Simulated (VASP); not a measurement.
The system is SiOs2.

```
Si Os
1.0
    -1.59802    1.59802    3.92014
     1.59802   -1.59802    3.92014
     1.59802    1.59802   -3.92014
Si Os
1 2
Cartesian
  0.0000 0.0000 0.0000
  0.0000 0.0000 5.2138
  0.0000 0.0000 2.6265
```

```yaml
Program: VASP 6.6.1
Task: relaxation of cell and atoms
Functional: PBE
Potentials_or_basis: VASP PAW PBE potentials, release 64 (Si, Os)
Cutoff: 600 eV
k_mesh: 8 × 8 × 8
Occupations: gaussian, width 0.1 eV
Spin: no spin polarisation
```

At the start: pressure 18.2 GPa; volume 13.35 Å³/atom.

How do energy, volume and symmetry change on relaxing?

Over 21 steps the energy falls by 592.0 meV/atom and the volume is 13.46 Å³/atom (+0.9 %); space group I4/mmm (No. 139, to 0.05 Å).

Step by step:
```tsv
step	energy change (eV)	largest force (eV/Å)	pressure (GPa)	volume (Å³)
1	0.0000	1.3754	18.20	40.04
2	0.5563	0.6355	-33.02	49.46
3	-0.1863	0.9365	-5.13	42.88
4	-0.1870	0.9526	-4.04	42.72
5	-0.5603	0.6281	-7.94	42.67
6	-1.1285	1.1424	-8.75	42.44
7	-0.7907	5.1122	12.39	41.45
8	-1.2403	3.2043	-3.47	42.12
9	-1.2840	3.2648	-2.86	42.05
10	-1.2947	3.4146	0.19	41.79
11	-1.3088	3.3662	-1.30	41.91
12	-1.3667	3.0876	-2.22	41.88
13	-1.5125	2.3025	-4.58	41.80
14	-1.6939	0.9378	-7.51	41.64
15	-1.6639	1.5437	-6.35	41.32
16	-1.7380	0.1743	-8.12	41.50
17	-1.7677	0.1904	-2.44	40.70
18	-1.7712	0.2000	0.25	40.36
19	-1.7712	0.2007	0.43	40.34
20	-1.7738	0.1296	0.31	40.35
21	-1.7761	0.0137	0.09	40.39
```

Final structure:
```cif
data_structure
_symmetry_space_group_name_H-M 'P 1'
_symmetry_Int_Tables_number 1
_cell_length_a 5.2194
_cell_length_b 5.2194
_cell_length_c 5.2194
_cell_angle_alpha 147.731
_cell_angle_beta 147.731
_cell_angle_gamma 46.283
_cell_volume 40.39
loop_
_atom_site_label
_atom_site_type_symbol
_atom_site_fract_x
_atom_site_fract_y
_atom_site_fract_z
_atom_site_occupancy
Si1 Si 0.00000 0.00000 0.00000 1
Os1 Os 0.65048 0.65048 0.00000 1
Os2 Os 0.34952 0.34952 0.00000 1
```
